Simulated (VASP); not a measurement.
Crystal: Mg2B3.

```
Mg B
1.0
     6.67766    0.00000    0.00000
     0.00000    6.67766    0.00000
     0.00000    0.00000    3.15244
Mg B
4 6
Direct
  0.75568 0.24432 0.00000
  0.24432 0.75568 0.00000
  0.24432 0.24432 0.50000
  0.75568 0.75568 0.50000
  0.50000 0.00000 0.75000
  0.50000 0.00000 0.25000
  0.00000 0.50000 0.75000
  0.00000 0.50000 0.25000
  0.00000 0.00000 0.75000
  0.00000 0.00000 0.25000
```

- Program: VASP 6.6.1
- Task: relaxation of cell and atoms
- Functional: PBE
- Potentials or basis: VASP PAW PBE potentials, release 64 (Mg, B)
- Cutoff: 600 eV
- k mesh: 4 × 4 × 6
- Occupations: gaussian, width 0.1 eV
- Spin: no spin polarisation

At the start: pressure 0.1 GPa; volume 14.06 Å³/atom.

Question: Where does the relaxation end?

Answer: Over 4 steps the energy falls by 2.3 meV/atom and the volume is 14.22 Å³/atom (+1.2 %); space group P4_2/mcm (No. 132, to 0.05 Å).

Step by step:
| step | energy change (eV) | largest force (eV/Å) | pressure (GPa) | volume (Å³) |
| --- | --- | --- | --- | --- |
| 1 | 0.0000 | 0.0446 | 0.12 | 140.57 |
| 2 | -0.0135 | 0.0025 | 1.31 | 140.77 |
| 3 | -0.0189 | 0.0269 | 0.90 | 140.71 |
| 4 | -0.0233 | 0.0168 | 0.07 | 142.24 |

Final structure:
```
CELL_PARAMETERS angstrom
6.73928 0.00000 0.00000
0.00000 6.73928 0.00000
0.00000 0.00000 3.13181
ATOMIC_POSITIONS crystal
Mg 0.75536 0.24464 0.00000
Mg 0.24464 0.75536 0.00000
Mg 0.24464 0.24464 0.50000
Mg 0.75536 0.75536 0.50000
B 0.50000 0.00000 0.75000
B 0.50000 0.00000 0.25000
B 0.00000 0.50000 0.75000
B 0.00000 0.50000 0.25000
B 0.00000 0.00000 0.75000
B 0.00000 0.00000 0.25000
```
